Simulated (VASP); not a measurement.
# BN (F-43m) in VASP: a series of runs

Aim: see how the results for BN move with the level of theory and the settings. Levels: HSE06, PBE. Tasks: relaxation of cell and atoms.

All numbers are computed with VASP 6.6.1; they aren't measurements. Logs are shortened: lines on timing, memory, paths and dates and some standing lists are left out, and cuts for length are marked.

## 1. The cell of the first run

The structure is cubic, space group F-43m (No. 216). The conventional cell has a = 3.565 Å, b = 3.565 Å, c = 3.565 Å, α = 90.00°, β = 90.00°, γ = 90.00°. N (site symmetry -43m) has 4 B at 1.54 Å within 2.1 Å. B (site symmetry -43m) has 4 N at 1.54 Å within 2.1 Å.

## 2. Relaxation of cell and atoms, HSE06 (5.66 Å³/atom)

Input file POSCAR:

```
BN
1.0
    0.0000000000      1.7822662320      1.7822662320
    1.7822662320      0.0000000000      1.7822662320
    1.7822662320      1.7822662320      0.0000000000
N B
1 1
Direct
    0.2500000000      0.2500000000      0.2500000000
    0.0000000000      0.0000000000      0.0000000000
```

Input file INCAR.step1:

```
ISMEAR = 0
SIGMA = 0.03
LWAVE = T
LCHARG = F
PREC = Accurate
LASPH = T
LREAL = F
ALGO = Normal
EDIFF = 1E-5
NELM = 120
GGA_COMPAT = F
ISIF = 2
ENCUT = 600
EFERMI = MIDGAP
GGA = PE
KPAR = 2
```

Input file INCAR.step2:

```
GGA = PE
LHFCALC = T
HFSCREEN = 0.2
ISMEAR = 0
SIGMA = 0.03
LWAVE = T
LCHARG = F
NSW = 80
PREC = Accurate
LASPH = T
LREAL = F
ALGO = Normal
EDIFF = 1E-7
NELM = 120
GGA_COMPAT = F
IBRION = 2
ISIF = 3
EDIFFG = -0.005
NELMIN = 4
ENCUT = 600
EFERMI = MIDGAP
PRECFOCK = Normal
KPAR = 2
```

Input file INCAR.step4:

```
GGA = PE
LHFCALC = T
HFSCREEN = 0.2
ISMEAR = 0
SIGMA = 0.03
LWAVE = F
LCHARG = F
PREC = Accurate
LASPH = T
LREAL = F
ALGO = Normal
EDIFF = 1E-7
NELM = 120
GGA_COMPAT = F
ISIF = 2
ENCUT = 600
EFERMI = MIDGAP
PRECFOCK = Normal
KPAR = 2
```

Input file KPOINTS:

```
Automatic mesh
0
Gamma
  6 6 6
  0 0 0
```

Potentials or basis: VASP PAW PBE potentials, release 64 (N, B).

The run is started by

```
> cat potpaw_PBE.64/N/POTCAR potpaw_PBE.64/B/POTCAR > POTCAR
> cp INCAR.step1 INCAR
> cp POSCAR.step1 POSCAR
> mpirun -np 2 vasp_std > vasp.out
> cp INCAR.step2 INCAR
> mpirun -np 2 vasp_std > vasp.out
> cp CONTCAR POSCAR
> mpirun -np 2 vasp_std > vasp.out
> cp CONTCAR POSCAR
> cp INCAR.step4 INCAR
> mpirun -np 2 vasp_std > vasp.out
```

OUTCAR:

```text
GGA = PE
   LHFCALC = T
   HFSCREEN = 0.2
   ISMEAR = 0
   PREC = Accurate
   LASPH = T
   LREAL = F
   EDIFF = 1E-7
   NELM = 120
   ISIF = 2
   ENCUT = 600
   EFERMI = MIDGAP
   PRECFOCK = Normal

 Found     16 irreducible k-points:

 Following reciprocal coordinates:
            Coordinates               Weight
  0.000000  0.000000  0.000000      1.000000
  0.166667  0.000000  0.000000      8.000000
  0.333333  0.000000  0.000000      8.000000
  0.500000  0.000000  0.000000      4.000000
  0.166667  0.166667  0.000000      6.000000
  0.333333  0.166667  0.000000     24.000000
   k-points           NKPTS =     16   k-points in BZ     NKDIM =    216   number of bands    NBANDS=      8
   number of dos      NEDOS =    301   number of ions     NIONS =      2
   total plane-waves  NPLWV =   8000
   dimension x,y,z NGX =    20 NGY =   20 NGZ =   20
   dimension x,y,z NGXF=    40 NGYF=   40 NGZF=   40
   ions per type =               1   1
   NGX,Y,Z   is equivalent  to a cutoff of  13.07, 13.07, 13.07 a.u.
   NGXF,Y,Z  is equivalent  to a cutoff of  26.14, 26.14, 26.14 a.u.
 SYSTEM =  unknown system
   PREC   = accura    normal or accurate (medium, high low for compatibility)
   ISTART =      1    job   : 0-new  1-cont  2-samecut
   ICHARG =      0    charge: 1-file 2-atom 10-const
   ISPIN  =      1    spin polarized calculation?
   LNONCOLLINEAR =      F non collinear calculations
   LSORBIT =      F    spin-orbit coupling
   LASPH  =      T    aspherical Exc in radial PAW
   ENCUT  =  600.0 eV  44.10 Ry    6.64 a.u.   5.08  5.08  5.08*2*pi/ulx,y,z
   NELM   =    120;   NELMIN=  2; NELMDL=  0     # of ELM steps
   EDIFF  = 0.1E-06   stopping-criterion for ELM
   LREAL  =      F    real-space projection
   EDIFFG = 0.1E-05   stopping-criterion for IOM
   NSW    =      0    number of steps for IOM
   IBRION =     -1    ionic relax: 0-MD 1-quasi-New 2-CG
   NFREE  =      0    steps in history (QN), initial steepest desc. (CG)
   ISIF   =      2    stress and relaxation
   ISYM   =      3    0-nonsym 1-usesym 2-fastsym
   POTIM  = 0.5000    time-step for ionic-motion
   TEBEG  =    0.0;   TEEND  =   0.0 temperature during run

   SCALEE = 1.0000    scale energy and forces
   PSTRESS=    0.0 pullay stress
   NELECT =       8.0000    total number of electrons
   NUPDOWN=      -1.0000    fix difference up-down
   EMIN   =  10.00;   EMAX   =-10.00  energy-range for DOS
   EFERMI =   0.00;   METHOD = MIDGAP
   ISMEAR =     0;   SIGMA  =   0.03  broadening in eV -4-tet -1-fermi 0-gaus
   EFERMI_NEDOS =   21; number of points for ismear=-14 and -15
   IALGO  =     38    algorithm
   IMIX   =      1    mixing-type and parameters
     AMIX     =   0.40;   BMIX     =  1.00
     AMIX_MAG =   1.60;   BMIX_MAG =  1.00
  volume/ion in A,a.u.               =       5.82        39.29
  Fermi-wavevector in a.u.,A,eV,Ry     =   1.444613  2.729922 28.394074  2.086906
  Thomas-Fermi vector in A             =   2.562888
   LORBIT       =      0    0 simple, 1 ext, 2 COOP (PROOUT), +10 PAW based schemes
   GGA     = PE    functional components
   LHFCALC =     T    Hartree Fock is set to
   PRECFOCK=normal    Normal, Fast or Accurate (Low or Medium for compatibility)
   ENCUT4O =  -1.0   cutoff for four orbital integrals eV
   NKREDX  =     1    reduce k-point grid by
   NKREDY  =     1    reduce k-point grid by
   NKREDZ  =     1    reduce k-point grid by
   AEXX    =    0.2500 exact exchange contribution
   HFSCREEN=    0.2000 screening length (either q_TF or 0.3 A-1)
   HFSCREENC=   0.2000 screening length for correlation (either q_TF or 0.3 A-1)
   ENCUTFOCK=  -1.0 apply spherical cutoff to Coloumb kernel
   IVDW    =     0    specifies the selected vdW correction
   LEPSILON=     F    determine dielectric tensor
   LRPA    =     F    only Hartree local field effects (RPA)

   CSHIFT  =0.1000    complex shift for real part using Kramers Kronig

   OMEGAMAX=  -1.0    maximum frequency
 non-spin polarized calculation
 Gauss-broadening in eV      SIGMA  =   0.03
  energy-cutoff  :      600.00
  volume of cell :       11.64
 maximum number of plane-waves:       397
  NGX = 16; NGY = 16; NGZ = 16

 number of electron       7.9999999 magnetization

 Free energy of the ion-electron system (eV)
  ---------------------------------------------------
  ext. energy  EPLUGINS =         0.00000000
  ---------------------------------------------------
  free energy    TOTEN  =       -20.36274238 eV

  energy without entropy =      -20.36274238  energy(sigma->0) =      -20.36274238

  exchange ACFDT corr.  =         0.00000000  see jH, gK, PRB 81, 115126

 E-fermi :   9.6146     XC(G=0): -10.5286

 val. band max:        6.7060184332   @ k =   0.0000   0.0000   0.0000
 cond. band min:      12.5231104907   @ k =   0.5000   0.5000   0.0000
 fundamental gap:      5.8170920574
 Fermi energy:         9.6145644620

 k-point     1 :       0.0000    0.0000    0.0000
  band No.  band energies     occupation
      1     -15.5733      2.00000
      2       6.7060      2.00000
      3       6.7060      2.00000
      4       6.7060      2.00000
      5      17.3567      0.00000
      6      17.3567      0.00000
      7      17.3567      0.00000
      8      19.1086      0.00000

 k-point     2 :       0.1667    0.0000    0.0000
  band No.  band energies     occupation
      1     -14.8432      2.00000
      2       3.4123      2.00000
      3       6.0324      2.00000
      4       6.0324      2.00000
      5      17.9119      0.00000
      6      18.3502      0.00000
      7      18.3502      0.00000
      8      21.1557      0.00000

 k-point     3 :       0.3333    0.0000    0.0000
  band No.  band energies     occupation
      1     -12.8114      2.00000
      2      -1.9580      2.00000
      3       4.9946      2.00000
      4       4.9946      2.00000
      5      18.5194      0.00000
      6      19.3095      0.00000
      7      19.3095      0.00000
      8      23.5683      0.00000

 k-point     4 :       0.5000    0.0000    0.0000
  band No.  band energies     occupation
      1     -10.9769      2.00000
      2      -5.0675      2.00000
      3       4.5729      2.00000
      4       4.5729      2.00000
      5      18.7721      0.00000
      6      19.3247      0.00000
      7      19.3247      0.00000
      8      24.2563      0.00000

 k-point     5 :       0.1667    0.1667    0.0000
  band No.  band energies     occupation
      1     -14.6014      2.00000
      2       4.4355      2.00000
      3       4.8009      2.00000
      4       4.8009      2.00000
      5      16.1672      0.00000
      6      20.0748      0.00000
      7      20.0748      0.00000
      8      20.7723      0.00000

 k-point     6 :       0.3333    0.1667    0.0000
  band No.  band energies     occupation
      1     -12.9948      2.00000
      2       0.0114      2.00000
      3       3.6711      2.00000
      4       3.9807      2.00000
      5      16.5094      0.00000
      6      21.1977      0.00000
      7      21.4999      0.00000
      8      21.6884      0.00000

 [... further k-points ...]
[... 5 lines left out ...]
  --------------------------------------------------------------------------------------
  -------------------------------------------------------------------------------------
  Total       -0.0060549     -0.0060549     -0.0060549      0.0000000      0.0000000      0.0000000
  in kB       -0.8332147     -0.8332147     -0.8332147      0.0000000      0.0000000      0.0000000
  external PRESSURE =      -0.8332147 kB  Pullay stress =       0.0000000 kB

 VOLUME and BASIS-vectors are now :
 -----------------------------------------------------------------------------
  energy-cutoff  :      600.00
  volume of cell :       11.64
      direct lattice vectors                 reciprocal lattice vectors
     0.000000000  1.798912729  1.798912729    -0.277945668  0.277945668  0.277945668
     1.798912729  0.000000000  1.798912729     0.277945668 -0.277945668  0.277945668
     1.798912729  1.798912729  0.000000000     0.277945668  0.277945668 -0.277945668

 POSITION                                       TOTAL-FORCE (eV/Angst)
 -----------------------------------------------------------------------------------
      0.89946      0.89946      0.89946        -0.000000     -0.000000     -0.000000
      0.00000      0.00000      0.00000         0.000000      0.000000      0.000000
 -----------------------------------------------------------------------------------
    total drift:                                0.000000      0.000000      0.000000

  FREE ENERGIE OF THE ION-ELECTRON SYSTEM (eV)
  ---------------------------------------------------
  free  energy   TOTEN  =       -20.3627423789 eV

  energy  without entropy=      -20.3627423789  energy(sigma->0) =      -20.36274238
```

It took 3.1 min on 2 MPI ranks of Intel Xeon Platinum 8488C (Sapphire Rapids), shared host; peak memory 0.2 GiB.

Results:

```yaml
Free_energy: -20.3627 eV
Relaxed_volume: 5.82 Å³/atom
Relaxed_cell: a = 2.544 Å, b = 2.544 Å, c = 2.544 Å, α = 60.00°, β = 60.00°, γ = 60.00°
Space_group_after_relaxing_to_0.1_Å: F-43m (No. 216)
Energy_gained_by_relaxing: 6.1 meV/atom
Ionic_steps: 4
Pressure_after_relaxing: -0.1 GPa
Band_gap_on_the_k_mesh: 5.82 eV (least direct gap 10.65 eV)
```

Step by step:
```
step  energy change (eV)  largest force (eV/Å)  pressure (GPa)  volume (Å³)
   1              0.0000                0.0000           11.80        11.32
   2              0.0034                0.0000          -12.23        12.02
   3             -0.0115                0.0000           -0.08        11.64
   4             -0.0121                0.0000           -0.08        11.64
```

Final structure:
```cif
data_structure
_symmetry_space_group_name_H-M 'P 1'
_symmetry_Int_Tables_number 1
_cell_length_a 2.5440
_cell_length_b 2.5440
_cell_length_c 2.5440
_cell_angle_alpha 60.000
_cell_angle_beta 60.000
_cell_angle_gamma 60.000
_cell_volume 11.64
loop_
_atom_site_label
_atom_site_type_symbol
_atom_site_fract_x
_atom_site_fract_y
_atom_site_fract_z
_atom_site_occupancy
N1 N 0.25000 0.25000 0.25000 1
B1 B 0.00000 0.00000 0.00000 1
```

Levels at points of the mesh, in eV from the valence-band top:
```csv
k point,band 1,band 2,band 3,band 4,band 5,band 6,band 7,band 8
"(0.00, 0.00, 0.00)",-22.28,0.00,0.00,0.00,10.65,10.65,10.65,12.40
"(0.50, 0.00, 0.00)",-17.68,-11.77,-2.13,-2.13,12.07,12.62,12.62,17.55
"(0.50, 0.50, 0.00)",-16.18,-9.87,-5.39,-5.39,5.82,10.84,20.71,20.71
```

Caveat: the k points lie up to 0.50 Å⁻¹ apart in the final cell; the PAW data sets were made with another functional, which shifts forces and pressure a little. A k mesh can miss the band edges.

(Continued in part 2 of 2.)
